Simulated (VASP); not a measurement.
Write the native input for VASP 6.6.1 that does the following.

```
Task                   : single point
Functional             : PBE
Potentials or basis    : VASP PAW PBE potentials, release 64 (Cd, Se, S)
Cutoff                 : 520 eV
k mesh                 : 6 × 6 × 1
Occupations            : gaussian, width 0.1 eV
Spin                   : no spin polarisation
Dipole correction      : no
Further INCAR settings : ALGO = Normal; EDIFF = 1e-07; NBANDS = 66
```

The structure of Cd3SeS2 lies in POSCAR:

```
Cd3SeS2
1.0
    4.2570224000      0.0000000000      0.0000000000
   -2.1285112000      3.6866896000      0.0000000000
    0.0000000000      0.0000000000     20.8231224000
Cd Se S
6 2 4
Direct
    0.6666667000      0.3333333000      0.9997850000
    0.6666667000      0.3333333000      0.3380020000
    0.6666667000      0.3333333000      0.6617890000
    0.3333333000      0.6666667000      0.1617890000
    0.3333333000      0.6666667000      0.4997850000
    0.3333333000      0.6666667000      0.8380020000
    0.6666667000      0.3333333000      0.7907640000
    0.3333333000      0.6666667000      0.2907640000
    0.6666667000      0.3333333000      0.1233560000
    0.6666667000      0.3333333000      0.4613040000
    0.3333333000      0.6666667000      0.6233560000
    0.3333333000      0.6666667000      0.9613040000
```

One way to write it, as run:

INCAR

```
PREC     = Accurate       # precision mode
ENCUT    = 520            # plane-wave cutoff, eV
EDIFF    = 1E-7           # SCF threshold, eV
ISMEAR   = 0              # smearing method
SIGMA    = 0.1            # smearing width, eV
LREAL    = False          # projectors in reciprocal space
LASPH    = True           # aspherical terms in the spheres
NELM     = 80             # most SCF steps
ALGO     = Normal         # electronic algorithm
ISIF     = 2              # what is computed and relaxed
LWAVE    = False          # write WAVECAR
LCHARG   = False          # write CHGCAR
GGA      = PE             # functional
NBANDS   = 66             # bands
```

KPOINTS

```
regular mesh
0
Gamma
  6 6 1
```

Potentials or basis: VASP PAW PBE potentials, release 64 (Cd, Se, S).

Launch:

```console
$ cat potpaw_PBE.64/Cd/POTCAR potpaw_PBE.64/Se/POTCAR potpaw_PBE.64/S/POTCAR > POTCAR
$ mpirun -np 1 vasp_std > vasp.out
```

It gave:

```yaml
Pressure: 0.3 GPa
Largest_force: 0.006 eV/Å
Band_gap_on_the_k_mesh: 0.73 eV
```

Run time: 2 min on 1 thread of Intel(R) Xeon(R) 6975P-C (Granite Rapids) (shared host), peak memory 0.46 GiB.
